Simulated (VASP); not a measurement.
Write the native input for VASP 6.6.1 that does the following.

- Task: single point
- Functional: BLYP
- Potentials or basis: VASP PAW PBE potentials, release 64 (V_sv)
- Cutoff: 520 eV
- k mesh: 5 × 5 × 5
- Occupations: fermi-dirac, width 0.1 eV
- Spin: no spin polarisation
- Dipole correction: no
- Further INCAR settings: ALGO = Normal; EDIFF = 1e-06; NBANDS = 62

The structure of V lies in POSCAR:

```
V
1.0
    4.8332960535      0.0000000000      0.0000000000
    0.0000000000      4.8332960535      0.0000000000
    0.0000000000      0.0000000000      4.8332960535
V
8
Direct
    0.0000000000      1.0000000000      0.0000000000
    0.5000000000      0.5000000000      0.5000000000
    0.2500000000      0.0000000000      0.5000000000
    0.7500000000      1.0000000000      0.5000000000
    0.5000000000      0.2500000000      1.0000000000
    0.5000000000      0.7500000000      0.0000000000
    1.0000000000      0.5000000000      0.2500000000
    1.0000000000      0.5000000000      0.7500000000
```

One way to write it, as run:

INCAR

```
SYSTEM = V
AGGAC    = 1.0          
AGGAX    = 1.0          
ALDAC    = 0.0          
ALDAX    = 1.0          
ALGO     = Normal         ! electronic algorithm
EDIFF    = 1E-6           ! SCF threshold, eV
ENCUT    = 520            ! plane-wave cutoff, eV
GGA      = B5             ! functional
ISIF     = 2              ! what is computed and relaxed
ISMEAR   = -1             ! smearing method
LASPH    = .TRUE.         ! aspherical terms in the spheres
LCHARG   = .FALSE.        ! write CHGCAR
LREAL    = .FALSE.        ! projectors in reciprocal space
LWAVE    = .FALSE.        ! write WAVECAR
NBANDS   = 62             ! bands
NELM     = 80             ! most SCF steps
PREC     = Accurate       ! precision mode
SIGMA    = 0.1            ! smearing width, eV
```

KPOINTS

```
k-points
0
G
  5 5 5
  0 0 0
```

Potentials or basis: VASP PAW PBE potentials, release 64 (V_sv).

Command:

```sh
$ cat potpaw_PBE.64/V_sv/POTCAR > POTCAR
$ mpirun -np 1 vasp_std > vasp.out
```

Results of the run:

```json
{
  "Pressure": "0.3 GPa",
  "Band gap on the k mesh": "zero (band 52 reaches 9.57 eV, above the bottom of band 53 at 9.47 eV)"
}
```

Caveat: the PAW data sets were made with another functional, which shifts forces and pressure a little.

It took 84 s on 1 thread of AMD EPYC 9R45 96-Core Processor (Zen 5) (shared host), peak memory 0.19 GiB.
